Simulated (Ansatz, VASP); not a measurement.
Two plane-wave programs on SnO2

File INCAR:

```
SYSTEM = SnO2
PREC = Accurate ; ENCUT = 520
EDIFF = 1E-6 ; ISMEAR = 0
SIGMA = 0.05 ; LREAL = .False.
LASPH = .True. ; NELM = 80
ALGO = Normal ; ISIF = 2
LWAVE = .False. ; LCHARG = .True.
GGA = PS ; LELF = .True.
LVHAR = .True. ; NBANDS = 35
```

File KPOINTS:

```
Automatic mesh
0
Gamma
  6 6 8
  0 0 0
```

File POSCAR:

```
SnO2
1.0
    4.7687243422      0.0000000000      0.0000000000
    0.0000000000      4.7687243422      0.0000000000
    0.0000000000      0.0000000000      3.2113691866
Sn O
2 4
Direct
    0.0000000000      0.0000000000     -0.0167218395
    0.5000000000      0.5000000000      0.5167218395
    0.2619623263      0.3506338085      0.0095947071
    0.2380376737      0.8506338085      0.4904052929
    0.7380376737      0.6493661915      0.0095947071
    0.7619623263      0.1493661915      0.4904052929
```

Input for Ansatz:

```yaml
crystal:
  lattice:
    - [4.7687243422, 0.0, 0.0]
    - [0.0, 4.7687243422, 0.0]
    - [0.0, 0.0, 3.2113691866]
  atoms:
    - { symbol: Sn, position: [0.0, 0.0, -0.0167218395] }
    - { symbol: Sn, position: [0.5, 0.5, 0.5167218395] }
    - { symbol: O, position: [0.2619623263, 0.3506338085, 0.0095947071] }
    - { symbol: O, position: [0.2380376737, 0.8506338085, 0.4904052929] }
    - { symbol: O, position: [0.7380376737, 0.6493661915, 0.0095947071] }
    - { symbol: O, position: [0.7619623263, 0.1493661915, 0.4904052929] }
basis:
  ecutwfc: 520.0
kpoints:
  mp_grid: { grid: [6, 6, 8] }
hamiltonian:
  xc: pbesol
  pseudopotentials: { kind: paw, azcp: { folder: soft_1 } }
scf:
  occupations: { method: gaussian, width: 0.05 }
output:
  forces: true
  stress: true
  eigenvalues: true
  write_density: true
  write_potential: true
  elf: true
  volumetric_format: npy
```

Change from the starting cell: mode 4 frozen in at -0.299 Å and mode 5 at -0.054 Å (largest displacements).

Alike in both runs: task single point; functional PBEsol; k mesh 6 × 6 × 8; occupations gaussian, width 0.05 eV; no spin polarisation.

|  | VASP | Ansatz |
| --- | --- | --- |
| version | VASP 6.6.1 | Ansatz 0.2.0 |
| potentials or method | VASP PAW PBE potentials, release 64 (Sn_d, O), cutoff 520 eV | scalar-relativistic, plane waves, PAW |
| valence electrons in the cell | 52 | 52 |

```csv
,VASP,Ansatz,Ansatz less VASP
gap on the k mesh at the Fermi level (eV),1.23,1.24,+0.009
least direct gap on the mesh (eV),1.41,1.42,+0.003
pressure (GPa),-3.0,-3.7,-0.69
"traceless stress, the component that is largest in VASP (GPa)",1.38,1.53,+0.149
rms of the force components (eV/Å),0.251,0.257,+0.0056
```

VASP's potentials were made for PBE, not for PBEsol, and Ansatz warns of the same on its side. Atom by atom the forces differ by 0.011 eV/Å (rms over components). With one functional, cell and mesh, what is left measures potentials, basis and numerics.
